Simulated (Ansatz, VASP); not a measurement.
HfN, level by level in two programs

```
CELL_PARAMETERS angstrom
2.78685 0.00000 0.00000
0.00000 2.78685 0.00000
0.00000 0.00000 2.78685
ATOMIC_POSITIONS crystal
Hf 0.50000 0.50000 0.50000
N 0.00000 0.00000 0.00000
```

Single points on this cell with VASP 6.6.1 and Ansatz 0.2.0. Each row is one pair of runs. Alike in all rows: spin: off; smearing: fermi-dirac, width 0.05 eV; Ansatz's potentials, cutoff: Ansatz PAW, 420 eV.

| level | k mesh | VASP's potentials, cutoff | gap on the k mesh at the Fermi level (eV), VASP | gap on the k mesh at the Fermi level (eV), Ansatz | pressure (GPa), VASP | pressure (GPa), Ansatz |
| --- | --- | --- | --- | --- | --- | --- |
| LDA | 9 × 9 × 9 | VASP PAW LDA potentials, release 64 (Hf_pv, N), 520 eV | none | none | -7.5 | -5.6 |
| BLYP | 9 × 9 × 9 | VASP PAW PBE potentials, release 64 (Hf_pv, N), 520 eV | none | none | 18.1 | 20.2 |
| PBE0 | 5 × 5 × 5 | VASP PAW PBE potentials, release 64 (Hf_pv, N), 520 eV | none | none | -1.3 | 3.7 |

Pressure (GPa): the two programs differ by at most 4.96.

VASP's potentials hold 15 valence electrons a cell and Ansatz's 31, so a difference there can come from the potentials and not from the codes.

A gap of «none» marks a metal or a gap that the smearing closes.

The k mesh is coarse in some rows, so the values compare programs but aren't converged. Spin-orbit coupling is off throughout.
